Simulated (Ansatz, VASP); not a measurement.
## Si2WC3: VASP beside Ansatz

```
Si W C
1.0
     2.87749    0.00000    0.00000
    -1.43875    2.49198    0.00000
     0.00000    0.00000    7.57067
Si W C
2 1 3
Direct
  0.66667 0.33333 0.15632
  0.33333 0.66667 0.84368
  0.00000 0.00000 0.50000
  0.66667 0.33333 0.69509
  0.33333 0.66667 0.30491
  0.00000 0.00000 0.00000
```

Change from the starting cell: species swapped into the Ca2H3Br type (P-3m1, No. 164).

Alike in both runs: functional PBE; k mesh 5 × 5 × 3; occupations gaussian, width 0.2 eV; no spin polarisation.

Ansatz relaxed the structure, and its values are those at the end. VASP's run is a single point on that final structure, the one shown.

|  | VASP | Ansatz |
| --- | --- | --- |
| version | VASP 6.6.1 | Ansatz 0.2.0 |
| potentials or method | VASP PAW PBE potentials, release 64 (Si, W_sv, C), cutoff 600 eV | scalar-relativistic, plane waves, PAW |
| valence electrons in the cell | 34 | 34 |

```tsv
	VASP	Ansatz	Ansatz less VASP
gap on the k mesh at the Fermi level (eV)	none	none	-
pressure (GPa)	0.4	0.1	-0.36
rms of the force components (eV/Å)	0.010	0.008	-0.0017
```

A gap of «none» marks a metal or a gap that the smearing closes. The functional is the same, so the differences come from potentials, cutoffs and numerics.

The k mesh is coarse, so the values compare programs but aren't converged. Neither program's run includes spin-orbit coupling.
